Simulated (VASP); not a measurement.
Wanted: the native input for a VASP 6.6.1 run.

| Quantity | Value |
| --- | --- |
| Task | single point |
| Functional | PBEsol |
| Potentials or basis | VASP PAW PBE potentials, release 64 (Hf_pv) |
| Cutoff | 500 eV |
| k mesh | 13 × 13 × 13 |
| Occupations | fermi-dirac, width 0.08 eV |
| Spin | no spin polarisation |
| Dipole correction | no |
| Further INCAR settings | ALGO = Normal; EDIFF = 1e-06; NBANDS = 11 |

The structure of Hf lies in POSCAR:

```
Hf
1.0
    2.8658323962      0.0000000000      0.0000000000
    0.0000000000      2.8658323962      0.0000000000
    0.0000000000      0.0000000000      2.8658323962
Hf
1
Direct
    0.0000000000      0.0000000000      0.0000000000
```

The input as run:

INCAR

```
SYSTEM = Hf
PREC = Accurate ; ENCUT = 500
EDIFF = 1E-6 ; ISMEAR = -1
SIGMA = 0.08 ; LREAL = .FALSE.
LASPH = .TRUE. ; NELM = 120
ALGO = Normal ; ISIF = 2
LWAVE = .FALSE. ; LCHARG = .FALSE.
GGA = PS ; NBANDS = 11
GGA_COMPAT = .FALSE.
```

KPOINTS

```
regular mesh
0
G
  13 13 13
  0 0 0
```

Potentials or basis: VASP PAW PBE potentials, release 64 (Hf_pv).

Launch:

```console
$ cat potpaw_PBE.64/Hf_pv/POTCAR > POTCAR
$ mpirun -np 1 vasp_std > vasp.out
```

It gave:

```json
{"Pressure": "-0.3 GPa", "Band gap on the k mesh": "zero (band 5 reaches 4.78 eV, above the bottom of band 6 at 2.43 eV)"}
```

Caveat: the PAW data sets were made with another functional, which shifts forces and pressure a little; spin-orbit coupling is left out, which moves the levels of the heavy elements.

It took 5.8 s on 1 thread of Intel(R) Xeon(R) 6975P-C (Granite Rapids) (shared host), peak memory 0.14 GiB.
